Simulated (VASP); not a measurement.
Input of a VASP 6.6.1 run:

INCAR

```
  PREC = Accurate
  ENCUT = 520
  EDIFF = 1E-6
  ISMEAR = 0
  SIGMA = 0.1
  LREAL = False
  LASPH = True
  NELM = 100
  ALGO = Normal
  ISIF = 2
  LWAVE = False
  LCHARG = False
  GGA = PE
  IVDW = 12
  NBANDS = 44
```

File KPOINTS:

```
Automatic mesh
0
Gamma
  4 4 4
```

The input POSCAR:

```
CO2
1.0
    5.6300000000      0.0000000000      0.0000000000
    0.0000000000      5.6300000000      0.0000000000
    0.0000000000      0.0000000000      5.6300000000
C O
4 8
Direct
    0.0000000000      0.0000000000      0.0000000000
    0.5000000000      0.0000000000      0.5000000000
    0.5000000000      0.5000000000      0.0000000000
    0.0000000000      0.5000000000      0.5000000000
    0.1080000000      0.1080000000      0.1080000000
    0.3920000000      0.8920000000      0.6080000000
    0.6080000000      0.3920000000      0.8920000000
    0.8920000000      0.6080000000      0.3920000000
    0.8920000000      0.8920000000      0.8920000000
    0.6080000000      0.1080000000      0.3920000000
    0.3920000000      0.6080000000      0.1080000000
    0.1080000000      0.3920000000      0.6080000000
```

Potentials or basis: VASP PAW PBE potentials, release 64 (C, O).

Run with:

```sh
$ cat potpaw_PBE.64/C/POTCAR potpaw_PBE.64/O/POTCAR > POTCAR
$ mpirun -np 1 vasp_std > vasp.out
```

**Question.** What does it give for the largest force?

**Answer.** 19.274 eV/Å.

**Question.** Estimate the band gap on the k mesh.

**Answer.** 7.64 eV, direct.

**Question.** What does it give for the pressure?

**Answer.** 47.8 GPa.

Forces on the atoms (eV/Å):
```
C     0.000   0.000   0.000
C     0.000   0.000   0.000
C     0.000   0.000   0.000
C     0.000   0.000   0.000
O    11.128  11.128  11.128
O   -11.128 -11.128  11.128
O    11.128 -11.128 -11.128
O   -11.128  11.128 -11.128
O   -11.128 -11.128 -11.128
O    11.128  11.128 -11.128
O   -11.128  11.128  11.128
O    11.128 -11.128  11.128
```

Caveat: forces of over 1 eV/Å act on the atoms, so gaps and moduli don't describe the material at rest. Expect the measured gap to be larger: semilocal functionals such as PBE lack the derivative discontinuity.
